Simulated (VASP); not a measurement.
# MgO in VASP: a series of runs

Runs on MgO. Level: r2SCAN. Tasks: single point, relaxation of cell and atoms.

Program: VASP 6.6.1. These are calculated values, not measurements. Logs are shortened: lines on timing, memory, paths and dates and some standing lists are left out, and cuts for length are marked.

### 1 The cell of the first run

It takes space group Fm-3m (No. 225, cubic). The conventional cell has a = 4.204 Å, b = 4.204 Å, c = 4.204 Å, α = 90.00°, β = 90.00°, γ = 90.00°. Within 2.8 Å of Mg (site symmetry m-3m) lie 6 O at 2.10 Å. Within 2.8 Å of O (site symmetry m-3m) lie 6 Mg at 2.10 Å.

### 2 Single point, r2SCAN

File POSCAR:

```
MgO
1.0
    0.0000000000      2.1022320395      2.1022320395
    2.1022320395      0.0000000000      2.1022320395
    2.1022320395      2.1022320395      0.0000000000
Mg O
1 1
Direct
    0.0000000000      0.0000000000      0.0000000000
    0.5000000000      0.5000000000      0.5000000000
```

File INCAR.step1:

```
PREC = Accurate
ENCUT = 520
ISMEAR = 0
SIGMA = 0.02
LREAL = False
LASPH = True
NELM = 80
NBANDS = 11
GGA = PE
ALGO = Normal
EDIFF = 1E-4
LWAVE = True
LCHARG = False
```

File INCAR.step2:

```
PREC = Accurate
ENCUT = 520
EDIFF = 1E-6
ISMEAR = 0
SIGMA = 0.02
LREAL = False
LASPH = True
NELM = 80
ALGO = Normal
ISIF = 2
LWAVE = False
LCHARG = False
METAGGA = R2SCAN
LMIXTAU = True
NBANDS = 11
ISTART = 1
```

File KPOINTS:

```
regular mesh
0
Gamma
  10 10 10
```

Potentials or basis: VASP PAW PBE potentials, release 64 (Mg, O).

Launch:

```
$ cat potpaw_PBE.64/Mg/POTCAR potpaw_PBE.64/O/POTCAR > POTCAR
$ cp INCAR.step1 INCAR
$ mpirun -np 1 vasp_std > vasp.out
$ cp INCAR.step2 INCAR
$ mpirun -np 1 vasp_std > vasp.out
```

OUTCAR:

```text
PREC = Accurate
   ENCUT = 520
   EDIFF = 1E-6
   ISMEAR = 0
   LREAL = False
   LASPH = True
   NELM = 80
   ISIF = 2
   METAGGA = R2SCAN
   ISTART = 1

 ion  position               nearest neighbor table
   1  0.000  0.000  0.000-   2 2.10   2 2.10   2 2.10   2 2.10   2 2.10   2 2.10
   2  0.500  0.500  0.500-   1 2.10   1 2.10   1 2.10   1 2.10   1 2.10   1 2.10

  LATTYP: Found a face centered cubic cell.
 ALAT       =     4.2044640790

  Lattice vectors:

 A1 = (   0.0000000000,   2.1022320395,   2.1022320395)
 A2 = (   2.1022320395,   0.0000000000,   2.1022320395)
 A3 = (   2.1022320395,   2.1022320395,   0.0000000000)

Analysis of symmetry for initial positions (statically):
=====================================================================
 Subroutine PRICEL returns:
 Original cell was already a primitive cell.

 Routine SETGRP: Setting up the symmetry group for a
 face centered cubic supercell.

 Subroutine GETGRP returns: Found 48 space group operations
 (whereof 48 operations were pure point group operations)
 out of a pool of 48 trial point group operations.

The static configuration has the point symmetry O_h .

Analysis of symmetry for dynamics (positions and initial velocities):
=====================================================================
 Subroutine PRICEL returns:
 Original cell was already a primitive cell.

 Routine SETGRP: Setting up the symmetry group for a
 face centered cubic supercell.

 Subroutine GETGRP returns: Found 48 space group operations
 (whereof 48 operations were pure point group operations)
 out of a pool of 48 trial point group operations.

The dynamic configuration has the point symmetry O_h .

 Subroutine INISYM returns: Found 48 space group operations
 (whereof 48 operations are pure point group operations),
 and found     1 'primitive' translations

----------------------------------------------------------------------------------------

                                     Primitive cell

  volume of cell :      18.5811

  direct lattice vectors                    reciprocal lattice vectors
     0.000000000  2.102232040  2.102232040    -0.237842441  0.237842441  0.237842441
     2.102232040  0.000000000  2.102232040     0.237842441 -0.237842441  0.237842441
     2.102232040  2.102232040  0.000000000     0.237842441  0.237842441 -0.237842441

  length of vectors
     2.973005062  2.973005062  2.973005062     0.411955192  0.411955192  0.411955192

  position of ions in fractional coordinates (direct lattice)
     0.000000000  0.000000000  0.000000000
     0.500000000  0.500000000  0.500000000

  ion indices of the primitive-cell ions
   primitive index   ion index
                 1           1
                 2           2

----------------------------------------------------------------------------------------

 KPOINTS: regular mesh

Automatic generation of k-mesh.
 Grid dimensions read from file:
 generate k-points for:   10   10   10

 Generating k-lattice:

  Cartesian coordinates                     Fractional coordinates (reciprocal lattice)
    -0.023784244  0.023784244  0.023784244     0.100000000  0.000000000  0.000000000
     0.023784244 -0.023784244  0.023784244     0.000000000  0.100000000  0.000000000
     0.023784244  0.023784244 -0.023784244     0.000000000  0.000000000  0.100000000

  Length of vectors
     0.041195519  0.041195519  0.041195519

  Shift w.r.t. Gamma in fractional coordinates (k-lattice)
     0.000000000  0.000000000  0.000000000

 Subroutine IBZKPT returns following result:
 ===========================================

 Found     47 irreducible k-points:

 Following reciprocal coordinates:
            Coordinates               Weight
  0.000000  0.000000  0.000000      1.000000
  0.100000  0.000000  0.000000      8.000000
  0.200000  0.000000  0.000000      8.000000
  0.300000  0.000000  0.000000      8.000000
  0.400000  0.000000  0.000000      8.000000
  0.500000  0.000000  0.000000      4.000000
[... 16 lines left out ...]
  0.300000  0.300000  0.000000      6.000000
  0.400000  0.300000  0.000000     24.000000
 [... further k-points ...]
   k-points           NKPTS =     47   k-points in BZ     NKDIM =     47   number of bands    NBANDS=     11
   number of dos      NEDOS =    301   number of ions     NIONS =      2
   total plane-waves  NPLWV =  13824
   dimension x,y,z NGX =    24 NGY =   24 NGZ =   24
   dimension x,y,z NGXF=    48 NGYF=   48 NGZF=   48
   ions per type =               1   1
   NGX,Y,Z   is equivalent  to a cutoff of  13.42, 13.42, 13.42 a.u.
   NGXF,Y,Z  is equivalent  to a cutoff of  26.84, 26.84, 26.84 a.u.
 SYSTEM =  unknown system
   PREC   = accura    normal or accurate (medium, high low for compatibility)
   ISTART =      1    job   : 0-new  1-cont  2-samecut
   ICHARG =      0    charge: 1-file 2-atom 10-const
   ISPIN  =      1    spin polarized calculation?
   LNONCOLLINEAR =      F non collinear calculations
   LSORBIT =      F    spin-orbit coupling
   LASPH  =      T    aspherical Exc in radial PAW
   ENCUT  =  520.0 eV  38.22 Ry    6.18 a.u.   5.53  5.53  5.53*2*pi/ulx,y,z
   NELM   =     80;   NELMIN=  2; NELMDL=  0     # of ELM steps
   EDIFF  = 0.1E-05   stopping-criterion for ELM
   LREAL  =      F    real-space projection
   EDIFFG = 0.1E-04   stopping-criterion for IOM
   NSW    =      0    number of steps for IOM
   IBRION =     -1    ionic relax: 0-MD 1-quasi-New 2-CG
   NFREE  =      0    steps in history (QN), initial steepest desc. (CG)
   ISIF   =      2    stress and relaxation
   ISYM   =      2    0-nonsym 1-usesym 2-fastsym
   POTIM  = 0.5000    time-step for ionic-motion
   TEBEG  =    0.0;   TEEND  =   0.0 temperature during run
   PSTRESS=    0.0 pullay stress
   NELECT =       8.0000    total number of electrons
   NUPDOWN=      -1.0000    fix difference up-down
   EMIN   =  10.00;   EMAX   =-10.00  energy-range for DOS
   EFERMI =   0.00;   METHOD = LEGACY
   ISMEAR =     0;   SIGMA  =   0.02  broadening in eV -4-tet -1-fermi 0-gaus
   EFERMI_NEDOS =   21; number of points for ismear=-14 and -15
   IALGO  =     38    algorithm
   IMIX   =      4    mixing-type and parameters
     AMIX     =   0.40;   BMIX     =  1.00
     AMIX_MAG =   1.60;   BMIX_MAG =  1.00
  volume/ion in A,a.u.               =       9.29        62.70
  Fermi-wavevector in a.u.,A,eV,Ry     =   1.236178  2.336037 20.791537  1.528135
  Thomas-Fermi vector in A             =   2.370797
   LORBIT       =      0    0 simple, 1 ext, 2 COOP (PROOUT), +10 PAW based schemes
   METAGGA = R2SCAN    functional components
   LHFCALC =     F    Hartree Fock is set to
   AEXX    =    0.0000 exact exchange contribution
   IVDW    =     0    specifies the selected vdW correction
   LEPSILON=     F    determine dielectric tensor
   LRPA    =     F    only Hartree local field effects (RPA)
 non-spin polarized calculation
 Gauss-broadening in eV      SIGMA  =   0.02
  energy-cutoff  :      520.00
  volume of cell :       18.58
 maximum number of plane-waves:       531
 NGX is ok and might be reduce to    24
   NGX = 11   NGY = 11   NGZ = 11

 number of electron       8.0000004 magnetization

 Free energy of the ion-electron system (eV)
  ---------------------------------------------------
  ext. energy  EPLUGINS =         0.00000000
  ---------------------------------------------------
  free energy    TOTEN  =       -16.16110000 eV

  energy without entropy =      -16.16110000  energy(sigma->0) =      -16.16110000

 E-fermi :   2.9669     XC(G=0): -11.6229

 val. band max:        2.8157071001   @ k =   0.0000   0.0000   0.0000
 cond. band min:       8.4747320206   @ k =   0.0000   0.0000   0.0000
 fundamental gap:      5.6590249204
 Fermi energy:         2.9669359994

 k-point     1 :       0.0000    0.0000    0.0000
  band No.  band energies     occupation
      1     -15.4127      2.00000
      2       2.8157      2.00000
      3       2.8157      2.00000
      4       2.8157      2.00000
      5       8.4747      0.00000
      6      19.6811      0.00000
      7      19.6811      0.00000
      8      19.6811      0.00000
      9      23.8421      0.00000
     10      25.6154      0.00000
     11      25.6154      0.00000

 k-point     2 :       0.1000    0.0000    0.0000
  band No.  band energies     occupation
      1     -15.3076      2.00000
      2       2.1857      2.00000
      3       2.7457      2.00000
      4       2.7457      2.00000
      5       9.0896      0.00000
      6      18.4376      0.00000
      7      19.9357      0.00000
      8      19.9357      0.00000
      9      24.9043      0.00000
     10      24.9043      0.00000
     11      25.5443      0.00000

 k-point     3 :       0.2000    0.0000    0.0000
  band No.  band energies     occupation
      1     -15.0200      2.00000
      2       0.8646      2.00000
      3       2.5681      2.00000
      4       2.5681      2.00000
      5      10.3025      0.00000
      6      16.9292      0.00000
      7      20.4587      0.00000
      8      20.4587      0.00000
      9      24.2092      0.00000
     10      24.2092      0.00000
     11      26.6318      0.00000
[... 267 lines left out ...]
 k-point    23 :       0.3000    0.3000    0.0000
  band No.  band energies     occupation
      1     -14.4361      2.00000
      2      -0.3433      2.00000
      3       1.8563      2.00000
      4       1.8563      2.00000
      5      12.7110      0.00000
      6      14.2042      0.00000
      7      18.4903      0.00000
      8      22.0791      0.00000
      9      22.0791      0.00000
     10      28.3657      0.00000
     11      31.8952      0.00000

 k-point    24 :       0.4000    0.3000    0.0000
  band No.  band energies     occupation
      1     -14.1947      2.00000
      2      -0.7799      2.00000
      3       1.4893      2.00000
      4       1.7043      2.00000
      5      13.4469      0.00000
      6      13.9792      0.00000
      7      17.6475      0.00000
      8      22.3607      0.00000
      9      22.5841      0.00000
     10      29.1700      0.00000
     11      31.4049      0.00000

 [... further k-points ...]

------------------------ aborting loop because EDIFF is reached ----------------------------------------

  FORCE on cell =-STRESS in cart. coord.  units (eV):
  Direction    XX          YY          ZZ          XY          YZ          ZX
  --------------------------------------------------------------------------------------
  -------------------------------------------------------------------------------------
  Total       -0.1336399     -0.1336399     -0.1336399      0.0000000      0.0000000     -0.0000000
  in kB      -11.5232404    -11.5232404    -11.5232404      0.0000000      0.0000000     -0.0000000
  external PRESSURE =     -11.5232404 kB  Pullay stress =       0.0000000 kB

 VOLUME and BASIS-vectors are now :
 -----------------------------------------------------------------------------
  energy-cutoff  :      520.00
  volume of cell :       18.58
      direct lattice vectors                 reciprocal lattice vectors
     0.000000000  2.102232040  2.102232040    -0.237842441  0.237842441  0.237842441
     2.102232040  0.000000000  2.102232040     0.237842441 -0.237842441  0.237842441
     2.102232040  2.102232040  0.000000000     0.237842441  0.237842441 -0.237842441

 POSITION                                       TOTAL-FORCE (eV/Angst)
 -----------------------------------------------------------------------------------
      0.00000      0.00000      0.00000         0.000000      0.000000      0.000000
      2.10223      2.10223      2.10223        -0.000000     -0.000000     -0.000000
 -----------------------------------------------------------------------------------
    total drift:                               -0.000000     -0.000000      0.000000

  FREE ENERGIE OF THE ION-ELECTRON SYSTEM (eV)
  ---------------------------------------------------
  free  energy   TOTEN  =       -16.1611000017 eV

  energy  without entropy=      -16.1611000017  energy(sigma->0) =      -16.16110000
```

It took 42 s on 1 thread of Intel Xeon 8259CL, shared host; peak memory 0.15 GiB.

Results:

| Quantity | Value |
| --- | --- |
| Free energy | -16.1611 eV |
| Pressure | -1.2 GPa |
| Band gap on the k mesh | 5.66 eV |

Levels at points of the mesh, in eV from the valence-band top:
```tsv
k point	band 1	band 2	band 3	band 4	band 5	band 6	band 7	band 8	band 9
(0.00, 0.00, 0.00)	-18.23	0.00	0.00	0.00	5.66	16.87	16.87	16.87	21.03
(0.50, 0.00, 0.00)	-16.97	-4.63	-0.68	-0.68	8.84	13.87	17.48	17.48	22.46
(0.50, 0.50, 0.00)	-16.72	-4.12	-1.38	-1.38	10.04	11.12	14.35	20.46	20.46
```

Caveat: the PAW data sets were made with another functional, which shifts forces and pressure a little.

### 3 Relaxation of cell and atoms, r2SCAN

File POSCAR:

```
MgO
1.0
    0.0000000000      2.1026809209      2.1026809209
    2.1026809209      0.0000000000      2.1026809209
    2.1026809209      2.1026809209      0.0000000000
Mg O
1 1
Direct
    0.0000000000      0.0000000000      0.0000000000
    0.5000000000      0.5000000000      0.5000000000
```

File INCAR.step1:

```
  ALGO = Normal
  EDIFF = 1E-4
  ENCUT = 600
  GGA = PE
  ISMEAR = 0
  LASPH = True
  LCHARG = False
  LREAL = False
  LWAVE = True
  NELM = 60
  PREC = Accurate
  SIGMA = 0.02
```

File INCAR.step2:

```
  ALGO = Normal
  EDIFF = 1E-6
  EDIFFG = -0.01
  ENCUT = 600
  IBRION = 2
  ISIF = 3
  ISMEAR = 0
  ISTART = 1
  LASPH = True
  LCHARG = False
  LMIXTAU = True
  LREAL = False
  LWAVE = False
  METAGGA = R2SCAN
  NELM = 60
  NSW = 100
  PREC = Accurate
  SIGMA = 0.02
```

File KPOINTS:

```
k-points
0
Gamma
  10 10 10
```

Potentials or basis: VASP PAW PBE potentials, release 64 (Mg, O).

Launch:

```
$ cat potpaw_PBE.64/Mg/POTCAR potpaw_PBE.64/O/POTCAR > POTCAR
$ cp INCAR.step1 INCAR
$ mpirun -np 1 vasp_std > vasp.out
$ cp INCAR.step2 INCAR
$ mpirun -np 1 vasp_std > vasp.out
```

It took 74 s on 1 thread of Intel Xeon 8259CL, shared host; peak memory 0.15 GiB.

The run converged. Its results:

- Free energy: -16.1656 eV
- Relaxed volume: 9.21 Å³/atom
- Relaxed cell: a = 2.965 Å, b = 2.965 Å, c = 2.965 Å, α = 60.00°, β = 60.00°, γ = 60.00°
- Space group after relaxing (to 0.1 Å): Fm-3m (No. 225)
- Energy gained by relaxing: 0.4 meV/atom
- Ionic steps: 3
- Pressure after relaxing: 0.0 GPa
- Band gap on the k mesh: 5.75 eV

Step by step:
```
step  energy change (eV)  largest force (eV/Å)  pressure (GPa)  volume (Å³)
   1              0.0000                0.0000           -1.48        18.59
   2             -0.0006                0.0000            0.62        18.36
   3             -0.0008                0.0000            0.01        18.43
```

Final structure:
```xyz
2
Lattice="0.0000 2.0965 2.0965 2.0965 0.0000 2.0965 2.0965 2.0965 0.0000" Properties=species:S:1:pos:R:3 pbc="T T T"
Mg    0.0000    0.0000    0.0000
O     2.0965    2.0965    2.0965
```

Levels at points of the mesh, in eV from the valence-band top:
| k point | band 1 | band 2 | band 3 | band 4 | band 5 | band 6 | band 7 | band 8 |
| --- | --- | --- | --- | --- | --- | --- | --- | --- |
| (0.00, 0.00, 0.00) | -18.27 | 0.00 | 0.00 | 0.00 | 5.75 | 16.92 | 16.92 | 16.92 |
| (0.50, 0.00, 0.00) | -16.99 | -4.67 | -0.69 | -0.69 | 8.89 | 13.97 | 17.57 | 17.57 |
| (0.50, 0.50, 0.00) | -16.73 | -4.16 | -1.39 | -1.39 | 10.05 | 11.22 | 14.44 | 20.59 |

Caveat: the PAW data sets were made with another functional, which shifts forces and pressure a little.

(Part 1 of 2 ends here.)
